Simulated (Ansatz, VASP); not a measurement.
BeNbCl5 in VASP and in Ansatz

INCAR

```
SYSTEM = BeNbCl5
PREC = Accurate ; ENCUT = 520
EDIFF = 1E-6 ; ISMEAR = 0
SIGMA = 0.1 ; LREAL = .FALSE.
LASPH = .TRUE. ; NELM = 80
ALGO = Normal ; ISIF = 2
LWAVE = .FALSE. ; LCHARG = .FALSE.
GGA = PE ; NBANDS = 34
```

Contents of KPOINTS:

```
Automatic mesh
0
G
  4 4 2
  0 0 0
```

Contents of POSCAR:

```
BeNbCl5
1.0
    2.6801650100     -3.4870330700      0.0000000000
    2.6801650100      3.4870330700      0.0000000000
    0.0000000000      0.0000000000      8.6949593500
Be Nb Cl
1 1 5
Direct
    0.5000000000      0.5000000000      0.5000000000
    0.0000000000      0.0000000000      0.5000000000
    0.2771128100      0.2771128100      0.7421484900
    0.7228871900      0.7228871900      0.7421484900
    0.7228871900      0.7228871900      0.2578515100
    0.2771128100      0.2771128100      0.2578515100
    0.0000000000      0.0000000000      0.0000000000
```

Input for Ansatz:

```yaml
crystal:
  lattice:
    - [2.68016501, -3.48703307, 0.0]
    - [2.68016501, 3.48703307, 0.0]
    - [0.0, 0.0, 8.69495935]
  atoms:
    - { symbol: Be, position: [0.5, 0.5, 0.5] }
    - { symbol: Nb, position: [0.0, 0.0, 0.5] }
    - { symbol: Cl, position: [0.27711281, 0.27711281, 0.74214849] }
    - { symbol: Cl, position: [0.72288719, 0.72288719, 0.74214849] }
    - { symbol: Cl, position: [0.72288719, 0.72288719, 0.25785151] }
    - { symbol: Cl, position: [0.27711281, 0.27711281, 0.25785151] }
    - { symbol: Cl, position: [0.0, 0.0, 0.0] }
basis:
  ecutwfc: 420
kpoints:
  mp_grid: { grid: [4, 4, 2] }
hamiltonian:
  xc: pbe
scf:
  occupations: { method: gaussian, width: 0.1 }
  lower_state_search: "off"
output:
  forces: true
  stress: true
  eigenvalues: true
```

Alike in both runs: task single point; functional PBE; k mesh 4 × 4 × 2; occupations gaussian, width 0.1 eV; no spin polarisation.

```csv
,VASP,Ansatz
version,VASP 6.6.1,Ansatz 0.2.0
potentials or method,"VASP PAW PBE potentials, release 64 (Be, Nb_sv, Cl), cutoff 520 eV","scalar-relativistic, plane waves, PAW"
valence electrons in the cell,50,50
```

```tsv
	VASP	Ansatz	Ansatz less VASP
gap on the k mesh at the Fermi level (eV)	none	none	-
pressure (GPa)	0.5	0.6	+0.13
traceless stress, the component that is largest in VASP (GPa)	11.88	11.85	-0.025
rms of the force components (eV/Å)	1.428	1.423	-0.0051
```

Atom by atom the forces differ by 0.008 eV/Å (rms over components). A gap of «none» marks a metal or a gap that the smearing closes. With one functional, cell and mesh, what is left measures potentials, basis and numerics.

The k mesh is coarse, so the values compare programs but aren't converged.
